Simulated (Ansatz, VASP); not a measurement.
## Two plane-wave programs on In3GaP4

The input INCAR:

```
ALGO = Normal
EDIFF = 1E-7
ENCUT = 520
GGA = PE
ISIF = 2
ISMEAR = 0
LASPH = True
LCHARG = False
LREAL = False
LWAVE = False
NBANDS = 46
NELM = 60
PREC = Accurate
SIGMA = 0.1
```

File KPOINTS:

```
k-points
0
Gamma
  4 4 4
```

Contents of POSCAR:

```
In3GaP4
1.0
    5.5956334900      0.0000000000      0.0000000000
    0.0000000000      5.5956334900      0.0000000000
    0.0000000000      0.0000000000      5.5956334900
In Ga P
3 1 4
Direct
    0.5000000000      0.0000000000      0.5000000000
    0.5000000000      0.5000000000      0.0000000000
    0.0000000000      0.5000000000      0.5000000000
    0.0000000000      0.0000000000      0.0000000000
    0.0000000000      0.5000000000      0.0000000000
    0.5000000000      0.5000000000      0.5000000000
    0.0000000000      0.0000000000      0.5000000000
    0.5000000000      0.0000000000      0.0000000000
```

Input for Ansatz:

```yaml
crystal:
  lattice:
    - [5.59563349, 0.0, 0.0]
    - [0.0, 5.59563349, 0.0]
    - [0.0, 0.0, 5.59563349]
  atoms:
    - { symbol: In, position: [0.5, 0.0, 0.5] }
    - { symbol: In, position: [0.5, 0.5, 0.0] }
    - { symbol: In, position: [0.0, 0.5, 0.5] }
    - { symbol: Ga, position: [0.0, 0.0, 0.0] }
    - { symbol: P, position: [0.0, 0.5, 0.0] }
    - { symbol: P, position: [0.5, 0.5, 0.5] }
    - { symbol: P, position: [0.0, 0.0, 0.5] }
    - { symbol: P, position: [0.5, 0.0, 0.0] }
basis:
  ecutwfc: 420
kpoints:
  mp_grid: { grid: [4, 4, 4] }
hamiltonian:
  xc: pbe
scf:
  occupations: { method: gaussian, width: 0.1 }
  lower_state_search: "off"
output:
  forces: true
  stress: true
  eigenvalues: true
```

Alike in both runs: task single point; functional PBE; k mesh 4 × 4 × 4; occupations gaussian, width 0.1 eV; no spin polarisation.

|  | VASP | Ansatz |
| --- | --- | --- |
| version | VASP 6.6.1 | Ansatz 0.2.0 |
| potentials or method | VASP PAW PBE potentials, release 64 (In_d, Ga_d, P), cutoff 520 eV | scalar-relativistic, plane waves, PAW |
| valence electrons in the cell | 72 | 72 |

```csv
,VASP,Ansatz,Ansatz less VASP
gap on the k mesh at the Fermi level (eV),none,none,-
pressure (GPa),-4.5,-4.5,+0.01
```

A gap of «none» marks a metal or a gap that the smearing closes.
